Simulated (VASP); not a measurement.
Here is a VASP 6.6.1 calculation.

The input INCAR:

```
ALGO = Fast ; EDIFF = 1E-6
ENCUT = 520 ; GGA = PE
ISIF = 2 ; ISMEAR = 0
LASPH = True ; LCHARG = False
LREAL = False ; LWAVE = False
NBANDS = 35 ; NELM = 60
PREC = Accurate ; SIGMA = 0.1
```

The input KPOINTS:

```
k-points
0
Gamma
  12 12 12
```

The input POSCAR:

```
CsRh3
1.0
    4.1706640379      0.0000000000      0.0000000000
    0.0000000000      4.1706640379      0.0000000000
    0.0000000000      0.0000000000      4.1706640379
Cs Rh
1 3
Direct
    0.0000000000      0.0000000000      0.0000000000
    0.0000000000      0.5000000000      0.5000000000
    0.5000000000      0.0000000000      0.5000000000
    0.5000000000      0.5000000000      0.0000000000
```

Potentials or basis: VASP PAW PBE potentials, release 64 (Cs_sv, Rh_pv).

Run with:

```console
$ cat potpaw_PBE.64/Cs_sv/POTCAR potpaw_PBE.64/Rh_pv/POTCAR > POTCAR
$ mpirun -np 1 vasp_std > vasp.out
```

Task: Predict the pressure.

Result: 1.8 GPa.

Task: What does it give for the band gap on the k mesh?

Result: Zero (bands 27 and 28 overlap by 1.06 eV).

Caveat: spin-orbit coupling is left out, which moves the levels of the heavy elements.
